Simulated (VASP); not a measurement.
Crystal: Pb.

```
CELL_PARAMETERS angstrom
0.00000 2.47502 2.47502
2.47502 0.00000 2.47502
2.47502 2.47502 0.00000
ATOMIC_POSITIONS crystal
Pb 0.00000 0.00000 0.00000
```

| Quantity | Value |
| --- | --- |
| Program | VASP 6.6.1 |
| Task | relaxation of cell and atoms |
| Functional | PBEsol |
| Dispersion | D4 |
| Potentials or basis | VASP PAW PBE potentials, release 64 (Pb_d) |
| Cutoff | 600 eV |
| k mesh | 9 × 9 × 9 |
| Occupations | fermi-dirac, width 0.05 eV |
| Spin | no spin polarisation |

At the start: pressure -1.9 GPa; volume 30.32 Å³/atom.

Task: How do energy, volume and symmetry change on relaxing?

Result: Over 3 steps the energy falls by 7.4 meV/atom and the volume is 29.14 Å³/atom (-3.9 %); space group Fm-3m (No. 225, to 0.05 Å).

Step by step:
```tsv
step	energy change (eV)	largest force (eV/Å)	pressure (GPa)	volume (Å³)
1	0.0000	0.0000	-1.95	30.32
2	-0.0064	0.0000	0.80	28.73
3	-0.0074	0.0000	0.00	29.14
```

Final structure:
```cif
data_structure
_symmetry_space_group_name_H-M 'P 1'
_symmetry_Int_Tables_number 1
_cell_length_a 3.4543
_cell_length_b 3.4543
_cell_length_c 3.4543
_cell_angle_alpha 60.000
_cell_angle_beta 60.000
_cell_angle_gamma 60.000
_cell_volume 29.14
loop_
_atom_site_label
_atom_site_type_symbol
_atom_site_fract_x
_atom_site_fract_y
_atom_site_fract_z
_atom_site_occupancy
Pb1 Pb 0.00000 0.00000 0.00000 1
```

The cell as given is a measured one (30.32 Å³/atom); PBEsol+D4 puts the equilibrium volume -3.9 % from it, thermal expansion not counted.

Caveat: the PAW data sets were made with another functional, which shifts forces and pressure a little; pairwise dispersion overbinds metals, which lowers pressure and volume.
